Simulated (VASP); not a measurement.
# HfO2 (I4/mmm) in VASP: a series of runs

Runs on HfO2. Level: PBE. Tasks: single point.

Everything below comes from runs of VASP 6.6.1. Logs are shortened: lines on timing, memory, paths and dates and some standing lists are left out, and cuts for length are marked.

## (1) The cell of the first run

Symmetry: I4/mmm, No. 139, tetragonal system. The conventional cell has a = 3.617 Å, b = 3.617 Å, c = 5.499 Å, α = 90.00°, β = 90.00°, γ = 90.00°. Within 3.0 Å of Hf (site symmetry 4/mmm) lie 8 O at 2.27 Å. Within 3.0 Å of O (site symmetry -4m2) lie 4 Hf at 2.27 Å and 6 O at 2.56 to 2.75 Å.

## (2) Single point, PBE (strain +0.0750 x Voigt [1, 0, 0, 0, 0, 0])

INCAR reads:

```
PREC = Accurate
ENCUT = 520
EDIFF = 1E-7
ISMEAR = 0
SIGMA = 0.05
LREAL = F
LASPH = T
NELM = 60
ALGO = Normal
ISIF = 2
LWAVE = F
LCHARG = F
GGA = PE
NBANDS = 18
```

KPOINTS reads:

```
regular mesh
0
Gamma
  8 8 8
```

POSCAR reads:

```
HfO2
1.0
    0.0000000000      2.5575000000      2.5575000000
    2.7493125000      0.0000000000      2.5575000000
    2.7493125000      2.5575000000      0.0000000000
Hf O
1 2
Direct
    0.0000000000      0.0000000000      0.0000000000
    0.2500000000      0.2500000000      0.2500000000
    0.7500000000      0.7500000000      0.7500000000
```

Potentials or basis: VASP PAW PBE potentials, release 64 (Hf_pv, O).

Command:

```console
> cat potpaw_PBE.64/Hf_pv/POTCAR potpaw_PBE.64/O/POTCAR > POTCAR
> mpirun -np 1 vasp_std > vasp.out
```

OUTCAR:

```text
PREC = Accurate
   ENCUT = 520
   EDIFF = 1E-7
   ISMEAR = 0
   LREAL = F
   LASPH = T
   NELM = 60
   ISIF = 2
   GGA = PE

 ion  position               nearest neighbor table
   1  0.000  0.000  0.000-   3 2.27   3 2.27   3 2.27   2 2.27   3 2.27   2 2.27   2 2.27   2 2.27

   2  0.250  0.250  0.250-   1 2.27   1 2.27   1 2.27   1 2.27
   3  0.750  0.750  0.750-   1 2.27   1 2.27   1 2.27   1 2.27

  LATTYP: Found a body centered tetragonal cell.
 ALAT       =     3.6168511858
 C/A-ratio  =     1.5202795796

  Lattice vectors:

 A1 = (   2.7493125000,   0.0000000000,   2.5575000000)
 A2 = (   2.7493125000,   0.0000000000,  -2.5575000000)
 A3 = (  -2.7493125000,   2.5575000000,   0.0000000000)

Analysis of symmetry for initial positions (statically):
=====================================================================
 Subroutine PRICEL returns:
 Original cell was already a primitive cell.

 Routine SETGRP: Setting up the symmetry group for a
 body centered tetragonal supercell.

 Subroutine GETGRP returns: Found 16 space group operations
 (whereof 16 operations were pure point group operations)
 out of a pool of 16 trial point group operations.

The static configuration has the point symmetry D_4h.

Analysis of symmetry for dynamics (positions and initial velocities):
=====================================================================
 Subroutine PRICEL returns:
 Original cell was already a primitive cell.

 Routine SETGRP: Setting up the symmetry group for a
 body centered tetragonal supercell.

 Subroutine GETGRP returns: Found 16 space group operations
 (whereof 16 operations were pure point group operations)
 out of a pool of 16 trial point group operations.

The dynamic configuration has the point symmetry D_4h.

 Subroutine INISYM returns: Found 16 space group operations
 (whereof 16 operations are pure point group operations),
 and found     1 'primitive' translations

----------------------------------------------------------------------------------------

                                     Primitive cell

  volume of cell :      35.9654

  direct lattice vectors                    reciprocal lattice vectors
     0.000000000  2.557500000  2.557500000    -0.181863648  0.195503421  0.195503421
     2.749312500  0.000000000  2.557500000     0.181863648 -0.195503421  0.195503421
     2.749312500  2.557500000  0.000000000     0.181863648  0.195503421 -0.195503421

  length of vectors
     3.616851186  3.754933484  3.754933484     0.330934377  0.330934377  0.330934377

  position of ions in fractional coordinates (direct lattice)
     0.000000000  0.000000000  0.000000000
     0.250000000  0.250000000  0.250000000
     0.750000000  0.750000000  0.750000000

  ion indices of the primitive-cell ions
   primitive index   ion index
                 1           1
                 2           2
                 3           3

----------------------------------------------------------------------------------------

 KPOINTS: regular mesh

Automatic generation of k-mesh.
 Grid dimensions read from file:
 generate k-points for:    8    8    8

 Generating k-lattice:

  Cartesian coordinates                     Fractional coordinates (reciprocal lattice)
    -0.022732956  0.024437928  0.024437928     0.125000000  0.000000000  0.000000000
     0.022732956 -0.024437928  0.024437928     0.000000000  0.125000000 -0.000000000
     0.022732956  0.024437928 -0.024437928     0.000000000 -0.000000000  0.125000000

  Length of vectors
     0.041366797  0.041366797  0.041366797

  Shift w.r.t. Gamma in fractional coordinates (k-lattice)
     0.000000000  0.000000000  0.000000000

 Subroutine IBZKPT returns following result:
 ===========================================

 Found     59 irreducible k-points:

 Following reciprocal coordinates:
            Coordinates               Weight
  0.000000  0.000000  0.000000      1.000000
  0.125000  0.000000  0.000000      8.000000
  0.250000  0.000000  0.000000      8.000000
  0.375000 -0.000000 -0.000000      8.000000
  0.500000  0.000000  0.000000      4.000000
  0.125000  0.125000  0.000000      4.000000
[... 16 lines left out ...]
  0.250000  0.125000  0.125000      4.000000
  0.375000  0.125000  0.125000      8.000000
 [... further k-points ...]
   k-points           NKPTS =     59   k-points in BZ     NKDIM =     59   number of bands    NBANDS=     18
   number of dos      NEDOS =    301   number of ions     NIONS =      3
   total plane-waves  NPLWV =  21952
   dimension x,y,z NGX =    28 NGY =   28 NGZ =   28
   dimension x,y,z NGXF=    56 NGYF=   56 NGZF=   56
   ions per type =               1   2
   NGX,Y,Z   is equivalent  to a cutoff of  12.87, 12.40, 12.40 a.u.
   NGXF,Y,Z  is equivalent  to a cutoff of  25.74, 24.79, 24.79 a.u.
 SYSTEM =  unknown system
   PREC   = accura    normal or accurate (medium, high low for compatibility)
   ISTART =      0    job   : 0-new  1-cont  2-samecut
[... 91 lines left out ...]
      4     -14.0953      2.00000
      5     -12.4844      2.00000
      6      -0.8412      2.00000
[... 10 lines left out ...]
     17      12.0405      0.00000
     18      15.1419      0.00000

 k-point     4 :       0.3750   -0.0000   -0.0000
  band No.  band energies     occupation
      1     -26.9330      2.00000
      2     -26.7379      2.00000
      3     -26.6985      2.00000
      4     -13.7003      2.00000
      5     -12.7235      2.00000
      6      -0.5931      2.00000
[... 10 lines left out ...]
     17      12.2766      0.00000
     18      14.4351      0.00000

 k-point     5 :       0.5000    0.0000    0.0000
  band No.  band energies     occupation
      1     -26.9701      2.00000
      2     -26.7411      2.00000
      3     -26.7049      2.00000
      4     -13.5537      2.00000
      5     -12.7908      2.00000
      6      -0.5151      2.00000
[... 10 lines left out ...]
     17      12.1280      0.00000
     18      14.5880      0.00000

 k-point     6 :       0.1250    0.1250    0.0000
  band No.  band energies     occupation
      1     -26.7624      2.00000
      2     -26.7342      2.00000
      3     -26.6583      2.00000
      4     -14.4288      2.00000
      5     -12.2547      2.00000
      6      -1.1698      2.00000
[... 10 lines left out ...]
     17      12.4060      0.00000
     18      16.1639      0.00000

 k-point     7 :       0.2500    0.1250    0.0000
  band No.  band energies     occupation
      1     -26.8314      2.00000
      2     -26.7451      2.00000
      3     -26.6752      2.00000
      4     -14.0915      2.00000
      5     -12.5079      2.00000
      6      -0.9409      2.00000
[... 10 lines left out ...]
     17      12.1411      0.00000
     18      15.5570      0.00000

 k-point     8 :       0.3750    0.1250   -0.0000
  band No.  band energies     occupation
      1     -26.9138      2.00000
      2     -26.7563      2.00000
      3     -26.6971      2.00000
      4     -13.6745      2.00000
      5     -12.7652      2.00000
      6      -0.6008      2.00000
[... 10 lines left out ...]
     17      12.5343      0.00000
     18      14.8594      0.00000
[... 229 lines left out ...]
     17      14.5830      0.00000
     18      16.1937      0.00000

 k-point    20 :      -0.3750    0.3750    0.0000
  band No.  band energies     occupation
      1     -26.9447      2.00000
      2     -26.8513      2.00000
      3     -26.7286      2.00000
      4     -13.1990      2.00000
      5     -12.9095      2.00000
      6      -1.7939      2.00000
[... 10 lines left out ...]
     17      15.5401      0.00000
     18      15.8986      0.00000

 k-point    21 :       0.5000    0.5000    0.0000
  band No.  band energies     occupation
      1     -26.9987      2.00000
      2     -26.8239      2.00000
      3     -26.7141      2.00000
      4     -13.2089      2.00000
      5     -12.8847      2.00000
      6      -2.3468      2.00000
[... 10 lines left out ...]
     17      15.2721      0.00000
     18      16.0986      0.00000

 k-point    22 :       0.0000    0.1250    0.1250
  band No.  band energies     occupation
      1     -26.7279      2.00000
      2     -26.7279      2.00000
      3     -26.6923      2.00000
      4     -14.4587      2.00000
      5     -12.1925      2.00000
      6      -1.1063      2.00000
[... 10 lines left out ...]
     17      12.1102      0.00000
     18      16.1196      0.00000

 k-point    23 :       0.2500    0.1250    0.1250
  band No.  band energies     occupation
      1     -26.8171      2.00000
      2     -26.7234      2.00000
      3     -26.6713      2.00000
      4     -14.2292      2.00000
      5     -12.4150      2.00000
      6      -0.9920      2.00000
[... 10 lines left out ...]
     17      12.3175      0.00000
     18      15.5064      0.00000

 k-point    24 :       0.3750    0.1250    0.1250
  band No.  band energies     occupation
      1     -26.8960      2.00000
      2     -26.7313      2.00000
      3     -26.7011      2.00000
      4     -13.7975      2.00000
      5     -12.7102      2.00000
      6      -0.8266      2.00000
[... 10 lines left out ...]
     17      12.4099      0.00000
     18      14.8296      0.00000

 [... further k-points ...]
[... 5 lines left out ...]
  --------------------------------------------------------------------------------------
  -------------------------------------------------------------------------------------
  Total       -8.9600911     -2.1606814     -2.1606814     -0.0000000      0.0000000      0.0000000
  in kB     -399.1513645    -96.2533681    -96.2533681     -0.0000000      0.0000000      0.0000000
  external PRESSURE =    -197.2193669 kB  Pullay stress =       0.0000000 kB

 VOLUME and BASIS-vectors are now :
 -----------------------------------------------------------------------------
  energy-cutoff  :      520.00
  volume of cell :       35.97
      direct lattice vectors                 reciprocal lattice vectors
     0.000000000  2.557500000  2.557500000    -0.181863648  0.195503421  0.195503421
     2.749312500  0.000000000  2.557500000     0.181863648 -0.195503421  0.195503421
     2.749312500  2.557500000  0.000000000     0.181863648  0.195503421 -0.195503421

 POSITION                                       TOTAL-FORCE (eV/Angst)
 -----------------------------------------------------------------------------------
      0.00000      0.00000      0.00000         0.000000      0.000000      0.000000
      1.37466      1.27875      1.27875         0.000000     -0.000000     -0.000000
      4.12397      3.83625      3.83625        -0.000000      0.000000      0.000000
 -----------------------------------------------------------------------------------
    total drift:                                0.000000      0.000000      0.000000

  FREE ENERGIE OF THE ION-ELECTRON SYSTEM (eV)
  ---------------------------------------------------
  free  energy   TOTEN  =       -29.8635274192 eV

  energy  without entropy=      -29.8635274192  energy(sigma->0) =      -29.86352742
```

It took 17 s on 1 thread of Intel Xeon 6975P-C (Granite Rapids), shared host; peak memory 0.18 GiB.

What came out:

* Free energy: -29.8635 eV
* Pressure: -19.7 GPa
* Band gap on the k mesh: 2.77 eV, indirect (least direct gap 3.06 eV)

Stress tensor (GPa, compression positive):
```
-39.92   0.00   0.00
  0.00  -9.63   0.00
  0.00   0.00  -9.63
```

Levels at points of the mesh, in eV from the valence-band top:
| k point | band 9 | band 10 | band 11 | band 12 | band 13 | band 14 |
| --- | --- | --- | --- | --- | --- | --- |
| (0.00, 0.00, 0.00) | -1.39 | -0.52 | -0.52 | 2.77 | 3.63 | 4.99 |
| (0.50, 0.00, 0.00) | -2.79 | -2.01 | -1.90 | 3.79 | 4.07 | 5.70 |
| (0.50, 0.50, 0.00) | -2.28 | -1.15 | 0.00 | 3.06 | 4.84 | 5.76 |
| (0.00, 0.50, 0.50) | -1.40 | -1.40 | -0.69 | 3.21 | 4.68 | 4.79 |

Caveat: the cell differs from its parent crystal (strain +0.0750 x Voigt [1, 0, 0, 0, 0, 0]); spin-orbit coupling is left out, which moves the levels of the heavy elements.

## (3) Single point, PBE (strain +0.1125 x Voigt [1, 0, 0, 0, 0, 0])

INCAR reads:

```
ALGO = Normal
EDIFF = 1E-7
ENCUT = 520
GGA = PE
ISIF = 2
ISMEAR = 0
LASPH = T
LCHARG = F
LREAL = F
LWAVE = F
NBANDS = 18
NELM = 80
PREC = Accurate
SIGMA = 0.05
```

KPOINTS reads:

```
k-points
0
Gamma
  8 8 8
```

POSCAR reads:

```
HfO2
1.0
    0.0000000000      2.5575000000      2.5575000000
    2.8452187500      0.0000000000      2.5575000000
    2.8452187500      2.5575000000      0.0000000000
Hf O
1 2
Direct
    0.0000000000      0.0000000000      0.0000000000
    0.2500000000      0.2500000000      0.2500000000
    0.7500000000      0.7500000000      0.7500000000
```

Potentials or basis: VASP PAW PBE potentials, release 64 (Hf_pv, O).

Command:

```console
> cat potpaw_PBE.64/Hf_pv/POTCAR potpaw_PBE.64/O/POTCAR > POTCAR
> mpirun -np 1 vasp_std > vasp.out
```

Wall time 17 s (1 thread of Intel Xeon 6975P-C (Granite Rapids), shared host); peak memory 0.18 GiB.

The run converged. Its results:

- Free energy: -29.4986 eV
- Pressure: -24.6 GPa
- Band gap on the k mesh: 2.18 eV, indirect (least direct gap 2.63 eV)

Stress tensor (GPa, compression positive):
```
-53.35   0.00   0.00
  0.00 -10.18   0.00
  0.00   0.00 -10.18
```

Levels at points of the mesh, in eV from the valence-band top:
```tsv
k point	band 8	band 9	band 10	band 11	band 12	band 13	band 14	band 15
(0.00, 0.00, 0.00)	-4.93	-1.73	-0.50	-0.50	2.18	3.48	4.75	8.03
(0.50, 0.00, 0.00)	-3.16	-2.87	-2.10	-1.94	3.43	3.80	5.16	7.50
(0.50, 0.50, 0.00)	-3.38	-2.61	-1.01	0.00	2.63	4.63	5.40	6.37
(0.00, 0.50, 0.50)	-3.45	-1.36	-1.36	-0.97	2.92	4.05	4.33	6.17
```

Caveat: the cell differs from its parent crystal (strain +0.1125 x Voigt [1, 0, 0, 0, 0, 0]); spin-orbit coupling is left out, which moves the levels of the heavy elements.

## (4) Single point, PBE (strain +0.1312 x Voigt [1, 0, 0, 0, 0, 0])

INCAR reads:

```
SYSTEM = HfO2
PREC = Accurate
ENCUT = 520
EDIFF = 1E-7
ISMEAR = 0
SIGMA = 0.05
LREAL = .FALSE.
LASPH = .TRUE.
NELM = 60
ALGO = Normal
ISIF = 2
LWAVE = .FALSE.
LCHARG = .TRUE.
GGA = PE
LELF = .TRUE.
LVHAR = .TRUE.
NBANDS = 18
```

KPOINTS reads:

```
regular mesh
0
G
  8 8 8
  0 0 0
```

POSCAR reads:

```
HfO2
1.0
    0.0000000000      2.5575000000      2.5575000000
    2.8930440000      0.0000000000      2.5575000000
    2.8930440000      2.5575000000      0.0000000000
Hf O
1 2
Direct
    0.0000000000      0.0000000000      0.0000000000
    0.2500000000      0.2500000000      0.2500000000
    0.7500000000      0.7500000000      0.7500000000
```

Command:

```console
> cat potpaw_PBE.64/Hf_pv/POTCAR potpaw_PBE.64/O/POTCAR > POTCAR
> mpirun -np 1 vasp_std > vasp.out
```

Wall time 20 s (1 thread of Intel Xeon 6975P-C (Granite Rapids), shared host); peak memory 0.18 GiB.

Results (log left out):

```yaml
Free_energy: -29.2792 eV
Pressure: -26.6 GPa
Band_gap_on_the_k_mesh: 1.88 eV, indirect (least direct gap 2.37 eV)
```

Stress tensor (GPa, compression positive):
```
-59.33   0.00   0.00
  0.00 -10.19   0.00
  0.00   0.00 -10.19
```

Levels at points of the mesh, in eV from the valence-band top:
```tsv
k point	band 7	band 8	band 9	band 10	band 11	band 12	band 13	band 14	band 15	band 16
(0.00, 0.00, 0.00)	-4.90	-4.90	-1.89	-0.49	-0.49	1.88	3.39	4.64	7.67	8.01
(0.50, 0.00, 0.00)	-3.73	-3.18	-2.91	-2.14	-1.96	3.26	3.65	4.90	7.23	7.31
(0.50, 0.50, 0.00)	-3.88	-3.40	-2.76	-0.95	0.00	2.41	4.53	5.22	6.12	6.93
(0.00, 0.50, 0.50)	-3.46	-3.46	-1.34	-1.34	-1.10	2.77	3.69	4.15	5.90	5.90
```

Caveat: the cell differs from its parent crystal (strain +0.1312 x Voigt [1, 0, 0, 0, 0, 0]); spin-orbit coupling is left out, which moves the levels of the heavy elements. A k mesh can miss the band edges.

## (5) Single point, PBE (strain +0.1500 x Voigt [1, 0, 0, 0, 0, 0])

INCAR reads:

```
PREC = Accurate
ENCUT = 520
EDIFF = 1E-6
ISMEAR = 0
SIGMA = 0.05
LREAL = False
LASPH = True
NELM = 60
ALGO = Normal
ISIF = 2
LWAVE = False
LCHARG = False
GGA = PE
NBANDS = 18
```

KPOINTS reads:

```
Automatic mesh
0
Gamma
  8 8 8
```

POSCAR reads:

```
HfO2
1.0
    0.0000000000      2.5575000000      2.5575000000
    2.9411250000      0.0000000000      2.5575000000
    2.9411250000      2.5575000000      0.0000000000
Hf O
1 2
Direct
    0.0000000000      0.0000000000      0.0000000000
    0.2500000000      0.2500000000      0.2500000000
    0.7500000000      0.7500000000      0.7500000000
```

Command:

```console
> cat potpaw_PBE.64/Hf_pv/POTCAR potpaw_PBE.64/O/POTCAR > POTCAR
> mpirun -np 1 vasp_std > vasp.out
```

Wall time 16 s (1 thread of Intel Xeon 6975P-C (Granite Rapids), shared host); peak memory 0.18 GiB.

Results (log left out):

| Quantity | Value |
| --- | --- |
| Free energy | -29.0359 eV |
| Pressure | -28.3 GPa |
| Band gap on the k mesh | 1.58 eV, indirect (least direct gap 2.06 eV) |

Stress tensor (GPa, compression positive):
```
-64.87   0.00   0.00
  0.00 -10.04   0.00
  0.00   0.00 -10.04
```

Levels at points of the mesh, in eV from the valence-band top:
| k point | band 7 | band 8 | band 9 | band 10 | band 11 | band 12 | band 13 | band 14 | band 15 | band 16 |
| --- | --- | --- | --- | --- | --- | --- | --- | --- | --- | --- |
| (0.00, 0.00, 0.00) | -4.86 | -4.86 | -2.04 | -0.48 | -0.48 | 1.58 | 3.29 | 4.53 | 7.30 | 7.71 |
| (0.50, 0.00, 0.00) | -3.67 | -3.19 | -2.96 | -2.18 | -1.97 | 3.08 | 3.47 | 4.66 | 6.95 | 7.07 |
| (0.50, 0.50, 0.00) | -3.93 | -3.41 | -2.90 | -0.90 | 0.00 | 2.19 | 4.43 | 5.02 | 5.88 | 6.76 |
| (0.00, 0.50, 0.50) | -3.46 | -3.46 | -1.32 | -1.32 | -1.22 | 2.62 | 3.35 | 3.98 | 5.63 | 5.63 |

Caveat: the cell differs from its parent crystal (strain +0.1500 x Voigt [1, 0, 0, 0, 0, 0]); spin-orbit coupling is left out, which moves the levels of the heavy elements. A k mesh can miss the band edges.

## (6) The runs side by side

| cell | gap on the mesh (eV) | pressure (GPa) |
| --- | --- | --- |
| a = 3.617, b = 3.755, c = 3.755 Å, angles 57.6, 61.2, 61.2°, 3 atoms | 2.77 | -19.7 |
| a = 3.617, b = 3.826, c = 3.826 Å, angles 56.4, 61.8, 61.8°, 3 atoms | 2.18 | -24.6 |
| a = 3.617, b = 3.861, c = 3.861 Å, angles 55.9, 62.1, 62.1°, 3 atoms | 1.88 | -26.6 |
| a = 3.617, b = 3.898, c = 3.898 Å, angles 55.3, 62.4, 62.4°, 3 atoms | 1.58 | -28.3 |

Alike in all rows: task single point; level PBE; potentials or basis VASP PAW PBE potentials, release 64 (Hf_pv, O); no spin polarisation; k mesh 8 × 8 × 8; cutoff (eV) 520; smearing gaussian 0.05 eV.

Caveats: spin-orbit coupling is left out, which moves the levels of the heavy elements.

Absolute energies hang on the potentials; compare differences alone.
